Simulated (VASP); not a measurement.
# YN (pbe) (I4/mmm) in VASP: further runs

YN (pbe) is run at these levels: PBE; tasks: single point.

Program: VASP 6.6.1. These are calculated values, not measurements. Logs are shortened: lines on timing, memory, paths and dates and some standing lists are left out, and cuts for length are marked.

### 1 The cell of the first run

It takes space group I4/mmm (No. 139, tetragonal). The conventional cell has a = 3.434 Å, b = 3.434 Å, c = 4.935 Å, α = 90.00°, β = 90.00°, γ = 90.00°. Within 3.2 Å of Y (site symmetry 4/mmm) lie 6 N at 2.43 to 2.47 Å. N (site symmetry 4/mmm) has 6 Y at 2.43 to 2.47 Å within 3.2 Å.

### 2 Single point, PBE (strained cell)

File INCAR:

```
SYSTEM = YN
PREC = Accurate
ENCUT = 600
EDIFF = 1E-6
ISMEAR = 0
SIGMA = 0.01
LREAL = .False.
LASPH = .True.
NELM = 120
ALGO = Normal
ISIF = 2
LWAVE = .False.
LCHARG = .False.
GGA = PE
NBANDS = 15
GGA_COMPAT = .False.
```

File KPOINTS:

```
Automatic mesh
0
Gamma
  10 10 10
  0 0 0
```

File POSCAR:

```
YN
1.0
    0.0000000000      2.4284844019      2.4677326346
    2.4284844019      0.0000000000      2.4677326346
    2.4284844019      2.4284844019      0.0000000000
Y N
1 1
Direct
    0.0000000000      0.0000000000      0.0000000000
    0.5000000000      0.5000000000      0.5000000000
```

Potentials or basis: VASP PAW PBE potentials, release 64 (Y_sv, N).

On the command line:

```sh
cat potpaw_PBE.64/Y_sv/POTCAR potpaw_PBE.64/N/POTCAR > POTCAR
mpirun -np 1 vasp_std > vasp.out
```

OUTCAR:

```text
SYSTEM = YN
   PREC = Accurate
   ENCUT = 600
   EDIFF = 1E-6
   ISMEAR = 0
   LREAL = .False.
   LASPH = .True.
   NELM = 120
   ISIF = 2
   GGA = PE

 ion  position               nearest neighbor table
   1  0.000  0.000  0.000-   2 2.43   2 2.43   2 2.43   2 2.43   2 2.47   2 2.47
   2  0.500  0.500  0.500-   1 2.43   1 2.43   1 2.43   1 2.43   1 2.47   1 2.47

  LATTYP: Found a body centered tetragonal cell.
 ALAT       =     3.4343955772
 C/A-ratio  =     1.4370695391

  Lattice vectors:

 A1 = (  -2.4284844019,   0.0000000000,   2.4677326346)
 A2 = (   2.4284844019,   0.0000000000,   2.4677326346)
 A3 = (   0.0000000000,   2.4284844019,  -2.4677326346)

Analysis of symmetry for initial positions (statically):
=====================================================================
 Subroutine PRICEL returns:
 Original cell was already a primitive cell.

 Routine SETGRP: Setting up the symmetry group for a
 body centered tetragonal supercell.

 Subroutine GETGRP returns: Found 16 space group operations
 (whereof 16 operations were pure point group operations)
 out of a pool of 16 trial point group operations.

The static configuration has the point symmetry D_4h.

Analysis of symmetry for dynamics (positions and initial velocities):
=====================================================================
 Subroutine PRICEL returns:
 Original cell was already a primitive cell.

 Routine SETGRP: Setting up the symmetry group for a
 body centered tetragonal supercell.

 Subroutine GETGRP returns: Found 16 space group operations
 (whereof 16 operations were pure point group operations)
 out of a pool of 16 trial point group operations.

The dynamic configuration has the point symmetry D_4h.

 Subroutine INISYM returns: Found 16 space group operations
 (whereof 16 operations are pure point group operations),
 and found     1 'primitive' translations

----------------------------------------------------------------------------------------

                                     Primitive cell

  volume of cell :      29.1071

  direct lattice vectors                    reciprocal lattice vectors
     0.000000000  2.428484402  2.467732635    -0.205889731  0.205889731  0.202615143
     2.428484402  0.000000000  2.467732635     0.205889731 -0.205889731  0.202615143
     2.428484402  2.428484402  0.000000000     0.205889731  0.205889731 -0.202615143

  length of vectors
     3.462259500  3.462259500  3.434395577     0.354730967  0.354730967  0.354730967

  position of ions in fractional coordinates (direct lattice)
     0.000000000  0.000000000  0.000000000
     0.500000000  0.500000000  0.500000000

  ion indices of the primitive-cell ions
   primitive index   ion index
[... 82 lines left out ...]
   POTIM  = 0.5000    time-step for ionic-motion
   TEBEG  =    0.0;   TEEND  =   0.0 temperature during run
   PSTRESS=    0.0 pullay stress
   NELECT =      16.0000    total number of electrons
   NUPDOWN=      -1.0000    fix difference up-down
   EMIN   =  10.00;   EMAX   =-10.00  energy-range for DOS
   EFERMI =   0.00;   METHOD = LEGACY
   ISMEAR =     0;   SIGMA  =   0.01  broadening in eV -4-tet -1-fermi 0-gaus
   EFERMI_NEDOS =   21; number of points for ismear=-14 and -15
   IALGO  =     38    algorithm
   IMIX   =      4    mixing-type and parameters
     AMIX     =   0.40;   BMIX     =  1.00
     AMIX_MAG =   1.60;   BMIX_MAG =  1.00
  volume/ion in A,a.u.               =      14.55        98.21
  Fermi-wavevector in a.u.,A,eV,Ry     =   1.341061  2.534238 24.469330  1.798445
  Thomas-Fermi vector in A             =   2.469325
   LORBIT       =      0    0 simple, 1 ext, 2 COOP (PROOUT), +10 PAW based schemes
   GGA     = PE    functional components
   LHFCALC =     F    Hartree Fock is set to
   AEXX    =    0.0000 exact exchange contribution
   IVDW    =     0    specifies the selected vdW correction
   LEPSILON=     F    determine dielectric tensor
   LRPA    =     F    only Hartree local field effects (RPA)
 non-spin polarized calculation
 Gauss-broadening in eV      SIGMA  =   0.01
  energy-cutoff  :      600.00
  volume of cell :       29.11
 maximum number of plane-waves:       993
   NGX = 13   NGY = 13   NGZ = 13

 number of electron      16.0000001 magnetization

 Free energy of the ion-electron system (eV)
  ---------------------------------------------------
  ext. energy  EPLUGINS =         0.00000000
  ---------------------------------------------------
  free energy    TOTEN  =       -18.22380481 eV

  energy without entropy =      -18.22380481  energy(sigma->0) =      -18.22380481

 E-fermi :   4.2683     XC(G=0): -11.2637

 val. band max:        4.1987063840   @ k =   0.0000   0.0000   0.0000
 cond. band min:       4.3439637875   @ k =   0.5000   0.0000   0.5000
 fundamental gap:      0.1452574035
 Fermi energy:         4.2683466183

 k-point     1 :       0.0000    0.0000    0.0000
  band No.  band energies     occupation
      1     -36.6392      2.00000
      2     -16.2895      2.00000
      3     -16.2747      2.00000
      4     -16.2747      2.00000
      5      -8.7494      2.00000
      6       4.1296      2.00000
      7       4.1987      2.00000
      8       4.1987      2.00000
      9       7.2288      0.00000
     10       7.3708      0.00000
     11       7.3708      0.00000
     12       8.3010      0.00000
     13       9.2736      0.00000
     14       9.4120      0.00000
[... 401 lines left out ...]
      2     -17.0378      2.00000
      3     -16.5530      2.00000
      4     -16.5123      2.00000
      5      -8.0080      2.00000
      6       1.7584      2.00000
      7       3.2503      2.00000
      8       3.5243      2.00000
      9       5.3472      0.00000
     10      10.9287      0.00000
     11      11.0375      0.00000
     12      11.3269      0.00000
     13      11.3280      0.00000
     14      14.4371      0.00000
     15      17.7032      0.00000

 [... further k-points ...]
[... 5 lines left out ...]
  --------------------------------------------------------------------------------------
  -------------------------------------------------------------------------------------
  Total        0.6289818      0.6289818     -0.0802980      0.0000000      0.0000000      0.0000000
  in kB       34.6218214     34.6218214     -4.4199437      0.0000000      0.0000000      0.0000000
  external PRESSURE =      21.6078997 kB  Pullay stress =       0.0000000 kB

 VOLUME and BASIS-vectors are now :
 -----------------------------------------------------------------------------
  energy-cutoff  :      600.00
  volume of cell :       29.11
      direct lattice vectors                 reciprocal lattice vectors
     0.000000000  2.428484402  2.467732635    -0.205889731  0.205889731  0.202615143
     2.428484402  0.000000000  2.467732635     0.205889731 -0.205889731  0.202615143
     2.428484402  2.428484402  0.000000000     0.205889731  0.205889731 -0.202615143

 POSITION                                       TOTAL-FORCE (eV/Angst)
 -----------------------------------------------------------------------------------
      0.00000      0.00000      0.00000         0.000000      0.000000      0.000000
      2.42848      2.42848      2.46773        -0.000000     -0.000000     -0.000000
 -----------------------------------------------------------------------------------
    total drift:                                0.000000      0.000000      0.000000

  FREE ENERGIE OF THE ION-ELECTRON SYSTEM (eV)
  ---------------------------------------------------
  free  energy   TOTEN  =       -18.2238048127 eV

  energy  without entropy=      -18.2238048127  energy(sigma->0) =      -18.22380481
```

It took 2.7 min on 1 thread of AMD EPYC 7R13, shared host; peak memory 0.19 GiB.

Results:

```yaml
Free_energy: -18.2238 eV
Pressure: 2.2 GPa
Band_gap_on_the_k_mesh: 0.15 eV, indirect (least direct gap 0.53 eV)
```

Stress tensor (GPa, compression positive):
```
 3.46  0.00  0.00
 0.00  3.46  0.00
 0.00  0.00 -0.44
```

Caveat: the cell differs from its parent crystal (strained cell). A k mesh can miss the band edges.

### 3 Single point, PBE (strained cell)

File INCAR:

```
ALGO     = Normal         # electronic algorithm
EDIFF    = 1E-6           # SCF threshold, eV
ENCUT    = 600            # plane-wave cutoff, eV
GGA      = PE             # functional
GGA_COMPAT= F            
ISIF     = 2              # what is computed and relaxed
ISMEAR   = 0              # smearing method
LASPH    = T              # aspherical terms in the spheres
LCHARG   = T              # write CHGCAR
LELF     = T              # ELF
LREAL    = F              # projectors in reciprocal space
LVHAR    = T            
LWAVE    = F              # write WAVECAR
NBANDS   = 15             # bands
NELM     = 120            # most SCF steps
PREC     = Accurate       # precision mode
SIGMA    = 0.01           # smearing width, eV
```

File KPOINTS:

```
k-points
0
Gamma
  10 10 10
```

File POSCAR:

```
YN
1.0
    0.0000000000      2.4284844019      2.4648529254
    2.4284844019      0.0000000000      2.4648529254
    2.4284844019      2.4284844019      0.0000000000
Y N
1 1
Direct
    0.0000000000      0.0000000000      0.0000000000
    0.5000000000      0.5000000000      0.5000000000
```

Potentials or basis: VASP PAW PBE potentials, release 64 (Y_sv, N).

On the command line:

```sh
cat potpaw_PBE.64/Y_sv/POTCAR potpaw_PBE.64/N/POTCAR > POTCAR
mpirun -np 1 vasp_std > vasp.out
```

It took 2.5 min on 1 thread of AMD EPYC 7R13, shared host; peak memory 0.19 GiB.

It converged, with:

| Property | Result |
| --- | --- |
| Free energy | -18.2238 eV |
| Pressure | 2.3 GPa |
| Band gap on the k mesh | 0.15 eV, indirect (least direct gap 0.53 eV) |

Stress tensor (GPa, compression positive):
```
 3.56  0.00  0.00
 0.00  3.56  0.00
 0.00  0.00 -0.09
```

Levels at points of the mesh, in eV from the valence-band top:
```
           k point  band 4  band 5  band 6  band 7  band 8  band 9  band 10  band 11  band 12  band 13
(0.00, 0.00, 0.00)  -20.47  -12.95   -0.06    0.00    0.00    3.04     3.17     3.17     4.12     5.08
(0.50, 0.00, 0.00)  -20.54  -11.16   -4.12   -2.29   -2.28    5.70     6.35     6.42     6.74    10.06
(0.50, 0.50, 0.00)  -20.78  -12.51   -1.60   -0.37   -0.37    0.19     6.86     7.23     7.92     7.92
(0.50, 0.00, 0.50)  -20.80  -12.52   -1.47   -0.46   -0.39    0.15     6.81     7.31     7.84     8.02
```

Caveat: the cell differs from its parent crystal (strained cell). A k mesh can miss the band edges.

### 4 Single point, PBE (strained cell)

File INCAR:

```
PREC = Accurate ; ENCUT = 600
EDIFF = 1E-6 ; ISMEAR = 0
SIGMA = 0.01 ; LREAL = False
LASPH = True ; NELM = 120
ALGO = Normal ; ISIF = 2
LWAVE = False ; LCHARG = False
GGA = PE ; NBANDS = 15
GGA_COMPAT = False
```

File KPOINTS:

```
Automatic mesh
0
Gamma
  10 10 10
```

File POSCAR:

```
YN
1.0
    0.0000000000      2.4284844019      2.4663056429
    2.4284844019      0.0000000000      2.4663056429
    2.4284844019      2.4284844019      0.0000000000
Y N
1 1
Direct
    0.0000000000      0.0000000000      0.0000000000
    0.5000000000      0.5000000000      0.5000000000
```

On the command line:

```sh
cat potpaw_PBE.64/Y_sv/POTCAR potpaw_PBE.64/N/POTCAR > POTCAR
mpirun -np 1 vasp_std > vasp.out
```

Run time: 2.5 min. Hardware: 1 thread of AMD EPYC 7R13, shared host; peak memory 0.19 GiB.

The run converged. Its results:

- Free energy: -18.2238 eV
- Pressure: 2.3 GPa
- Band gap on the k mesh: 0.15 eV, indirect (least direct gap 0.53 eV)

Stress tensor (GPa, compression positive):
```
 3.51  0.00  0.00
 0.00  3.51  0.00
 0.00  0.00 -0.27
```

Levels at points of the mesh, in eV from the valence-band top:
| k point | band 5 | band 6 | band 7 | band 8 | band 9 | band 10 | band 11 | band 12 |
| --- | --- | --- | --- | --- | --- | --- | --- | --- |
| (0.00, 0.00, 0.00) | -12.95 | -0.07 | 0.00 | 0.00 | 3.04 | 3.17 | 3.17 | 4.11 |
| (0.50, 0.00, 0.00) | -11.16 | -4.11 | -2.29 | -2.28 | 5.70 | 6.34 | 6.42 | 6.74 |
| (0.50, 0.50, 0.00) | -12.51 | -1.60 | -0.37 | -0.37 | 0.19 | 6.86 | 7.22 | 7.92 |
| (0.50, 0.00, 0.50) | -12.51 | -1.47 | -0.46 | -0.39 | 0.15 | 6.80 | 7.30 | 7.83 |

Caveat: the cell differs from its parent crystal (strained cell).

### 5 Single point, PBE

File INCAR:

```
SYSTEM = YN
ALGO = Normal
EDIFF = 1E-6
ENCUT = 600
GGA = PE
GGA_COMPAT = .FALSE.
ISIF = 2
ISMEAR = 0
LASPH = .TRUE.
LCHARG = .FALSE.
LREAL = .FALSE.
LWAVE = .FALSE.
NBANDS = 15
NELM = 120
PREC = Accurate
SIGMA = 0.01
```

File KPOINTS:

```
k-points
0
G
  10 10 10
  0 0 0
```

POSCAR is that of step 4.

On the command line:

```sh
cat potpaw_PBE.64/Y_sv/POTCAR potpaw_PBE.64/N/POTCAR > POTCAR
mpirun -np 1 vasp_std > vasp.out
```

Run time: 2.2 min. Hardware: 1 thread of AMD EPYC 7R13, shared host; peak memory 0.19 GiB.

It converged, with:

```yaml
Free_energy: -18.2238 eV
Pressure: 2.3 GPa
Band_gap_on_the_k_mesh: 0.15 eV, indirect (least direct gap 0.53 eV)
```

Stress tensor (GPa, compression positive):
```
 3.51  0.00  0.00
 0.00  3.51  0.00
 0.00  0.00 -0.27
```

Levels at points of the mesh, in eV from the valence-band top:
```csv
k point,band 5,band 6,band 7,band 8,band 9,band 10,band 11,band 12
"(0.00, 0.00, 0.00)",-12.95,-0.07,0.00,0.00,3.04,3.17,3.17,4.11
"(0.50, 0.00, 0.00)",-11.16,-4.11,-2.29,-2.28,5.70,6.34,6.42,6.74
"(0.50, 0.50, 0.00)",-12.51,-1.60,-0.37,-0.37,0.19,6.86,7.22,7.92
"(0.50, 0.00, 0.50)",-12.51,-1.47,-0.46,-0.39,0.15,6.80,7.30,7.83
```

A k mesh can miss the band edges.

### 6 Summary

```tsv
cell	gap on the mesh (eV)	pressure (GPa)
a = 3.462, b = 3.462, c = 3.434 Å, angles 60.3, 60.3, 59.5°, 2 atoms	0.15	2.2
a = 3.460, b = 3.460, c = 3.434 Å, angles 60.2, 60.2, 59.5°, 2 atoms	0.15	2.3
a = 3.461, b = 3.461, c = 3.434 Å, angles 60.3, 60.3, 59.5°, 2 atoms	0.15	2.3
```

Alike in all rows: task single point; level PBE; potentials or basis VASP PAW PBE potentials, release 64 (Y_sv, N); no spin polarisation; k mesh 10 × 10 × 10; cutoff (eV) 600; smearing gaussian 0.01 eV.

Absolute energies hang on the potentials; compare differences alone.
